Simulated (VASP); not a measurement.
Input of a VASP 6.6.1 run:

Contents of INCAR:

```
SYSTEM = C
ALGO = Normal ; EDIFF = 1E-7
ENCUT = 520 ; GGA = PS
ISIF = 2 ; ISMEAR = 0
IVDW = 12 ; LASPH = .TRUE.
LCHARG = .FALSE. ; LREAL = .FALSE.
LWAVE = .FALSE. ; NBANDS = 11
NELM = 60 ; PREC = Accurate
SIGMA = 0.15
```

File KPOINTS:

```
k-points
0
G
  21 21 12
  0 0 0
```

Contents of POSCAR:

```
C
1.0
    2.4372596835      0.0000000000      0.0000000000
   -1.2186298418      2.1107288015      0.0000000000
    0.0000000000      0.0000000000      3.5001875387
C
2
Direct
    0.3286349562      0.6572699123      0.0000000000
    0.6713650438      0.3427300877      0.0000000000
```

Potentials or basis: VASP PAW PBE potentials, release 64 (C).

Run with:

```console
$ cat potpaw_PBE.64/C/POTCAR > POTCAR
$ mpirun -np 1 vasp_std > vasp.out
```

(1) Estimate the band gap on the k mesh.

(2) Predict the pressure.

Results:

(1) zero (bands 4 and 5 overlap by 0.53 eV).

(2) 8.8 GPa.

Caveat: the cell differs from its parent crystal (atoms displaced along a vibrational mode, the cell strained); the stress differs along the axes, from 0 to 18 GPa; the PAW data sets were made with another functional, which shifts forces and pressure a little.
